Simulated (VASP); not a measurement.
Set up this calculation in VASP 6.6.1, as the native input.

* Task: single point
* Functional: PBE
* Potentials or basis: VASP PAW PBE potentials, release 64 (K_sv, I)
* Cutoff: 520 eV
* k mesh: 6 × 6 × 4
* Occupations: gaussian, width 0.01 eV
* Spin: no spin polarisation
* Dipole correction: no
* Further INCAR settings: ALGO = Normal; EDIFF = 1e-07; NBANDS = 24

The structure of KI lies in POSCAR:

```
KI
1.0
    6.1514184668      0.0000000000      0.0000000000
   -3.0757092334      5.3272846615      0.0000000000
    0.0000000000      0.0000000000      7.1879824596
K I
2 2
Direct
    0.3333333333      0.6666666667     -0.0625007815
    0.6666666667      0.3333333333      0.4374992185
    0.3333333333      0.6666666667      0.4375007815
    0.6666666667      0.3333333333      0.9375007815
```

One way to write it, as run:

INCAR

```
PREC = Accurate
ENCUT = 520
EDIFF = 1E-7
ISMEAR = 0
SIGMA = 0.01
LREAL = F
LASPH = T
NELM = 80
ALGO = Normal
ISIF = 2
LWAVE = F
LCHARG = F
GGA = PE
NBANDS = 24
```

KPOINTS

```
regular mesh
0
Gamma
  6 6 4
```

Potentials or basis: VASP PAW PBE potentials, release 64 (K_sv, I).

Launch:

```bash
$ cat potpaw_PBE.64/K_sv/POTCAR potpaw_PBE.64/I/POTCAR > POTCAR
$ mpirun -np 1 vasp_std > vasp.out
```

It gave:

```json
{
  "Pressure": "-0.2 GPa",
  "Band gap on the k mesh": "3.71 eV"
}
```

Caveat: the structure was generated, so it needn't be the stable form of KI; spin-orbit coupling is left out, which moves the levels of the heavy elements.

Wall time 3.1 min on 1 thread of Oxide Virtual Turin-like Processor, on a shared host, peak memory 0.35 GiB.
